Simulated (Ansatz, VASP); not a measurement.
**One calculation of Si, two programs**

INCAR

```
PREC = Accurate ; ENCUT = 600
EDIFF = 1E-7 ; ISMEAR = 0
SIGMA = 0.1 ; LREAL = False
LASPH = True ; NELM = 80
ALGO = Normal ; ISIF = 3
LWAVE = False ; LCHARG = False
GGA = PE ; IBRION = 2
NSW = 100 ; EDIFFG = -0.01
```

KPOINTS

```
Automatic mesh
0
Gamma
  6 6 10
```

File POSCAR:

```
Si
1.0
    6.0995179150      0.0000000000      0.0000000000
   -3.0497589575      5.2823374652      0.0000000000
    0.0000000000      0.0000000000      3.7712174256
Si
8
Direct
    0.6666666667      0.3333333333      0.2500000000
    0.3333333333      0.6666666667      0.7500000000
    0.2462792769      0.3144908740      0.2500000000
    0.9317884029      0.2462792769      0.7500000000
    0.6855091260      0.9317884029      0.2500000000
    0.7537207231      0.6855091260      0.7500000000
    0.0682115971      0.7537207231      0.2500000000
    0.3144908740      0.0682115971      0.7500000000
```

Input for Ansatz:

```yaml
crystal:
  lattice:
    - [6.099517915, 0.0, 0.0]
    - [-3.0497589575, 5.2823374652, 0.0]
    - [0.0, 0.0, 3.7712174256]
  atoms:
    - { symbol: Si, position: [0.6666666667, 0.3333333333, 0.25] }
    - { symbol: Si, position: [0.3333333333, 0.6666666667, 0.75] }
    - { symbol: Si, position: [0.2462792769, 0.314490874, 0.25] }
    - { symbol: Si, position: [0.9317884029, 0.2462792769, 0.75] }
    - { symbol: Si, position: [0.685509126, 0.9317884029, 0.25] }
    - { symbol: Si, position: [0.7537207231, 0.685509126, 0.75] }
    - { symbol: Si, position: [0.0682115971, 0.7537207231, 0.25] }
    - { symbol: Si, position: [0.314490874, 0.0682115971, 0.75] }
basis:
  ecutwfc: 420
kpoints:
  mp_grid: { grid: [6, 6, 10] }
hamiltonian:
  xc: pbe
scf:
  occupations: { method: gaussian, width: 0.1 }
output:
  forces: true
  stress: true
  eigenvalues: true
  write_density: true
  write_potential: true
  elf: true
  volumetric_format: npy
relax:
  adjacent_minimum: "off"
  f_tol: 0.01
  max_steps: 80
  cell: { stress_tol: 0.05 }
```

Alike in both runs: task relaxation of cell and atoms; functional PBE; k mesh 6 × 6 × 10; occupations gaussian, width 0.1 eV; no spin polarisation.

```csv
,VASP,Ansatz
version,VASP 6.6.1,Ansatz 0.2.0
potentials or method,"VASP PAW PBE potentials, release 64 (Si), cutoff 600 eV","scalar-relativistic, plane waves, PAW"
valence electrons in the cell,32,32
```

Ansatz gave:

| Property | Result |
| --- | --- |
| gap on the k mesh at the Fermi level, each at its own relaxed structure (eV) | none |
| relaxed volume (Å³/atom) | 16.37 |
| relaxed cell length with the largest relative difference (Å) | 7.047 |

**Question.** Estimate VASP's values.

**Answer.** gap on the k mesh at the Fermi level, each at its own relaxed structure (eV): none; relaxed volume (Å³/atom): 16.36; relaxed cell length with the largest relative difference (Å): 7.045.

A gap of «none» marks a metal or a gap that the smearing closes.

Noted on VASP's run: too few bands were computed for a metal, which touches its energy and stress.
